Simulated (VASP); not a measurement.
Set up this calculation in VASP 6.6.1, as the native input.

```
Task                   : single point
Functional             : PBEsol
Potentials or basis    : VASP PAW PBE potentials, release 64 (F)
Cutoff                 : 520 eV
k mesh                 : 6 × 6 × 3
Occupations            : fermi-dirac, width 0.05 eV
Spin                   : no spin polarisation
Dipole correction      : no
Further INCAR settings : ALGO = Normal; EDIFF = 1e-06; NBANDS = 22
```

The structure of F lies in POSCAR:

```
F
1.0
    2.9904154326     -1.7803105115      0.1722548513
    2.9904154326      1.7803105115      0.1722548513
   -1.2231336987      0.0000000000      6.6948962578
F
4
Direct
    0.9217777019      0.5857884117      0.0939778158
    0.4142115883      0.0782222981      0.4060221842
    0.0782222981      0.4142115883      0.9060221842
    0.5857884117      0.9217777019      0.5939778158
```

One way to write it, as run:

INCAR

```
ALGO = Normal
EDIFF = 1E-6
ENCUT = 520
GGA = PS
ISIF = 2
ISMEAR = -1
LASPH = T
LCHARG = F
LREAL = F
LWAVE = F
NBANDS = 22
NELM = 60
PREC = Accurate
SIGMA = 0.05
```

KPOINTS

```
k-points
0
Gamma
  6 6 3
```

Potentials or basis: VASP PAW PBE potentials, release 64 (F).

Run with:

```bash
$ cat potpaw_PBE.64/F/POTCAR > POTCAR
$ mpirun -np 1 vasp_std > vasp.out
```

It gave:

The pressure is 0.4 GPa, the largest force is 0.432 eV/Å and the band gap on the k mesh is 3.08 eV.

Caveat: this functional lacks dispersion, which holds the molecules together, so the pressure and a relaxed volume are unreliable; the PAW data sets were made with another functional, which shifts forces and pressure a little.

It took 28 s on 1 thread of AMD EPYC 9R45 96-Core Processor (Zen 5) (shared host), peak memory 0.16 GiB.
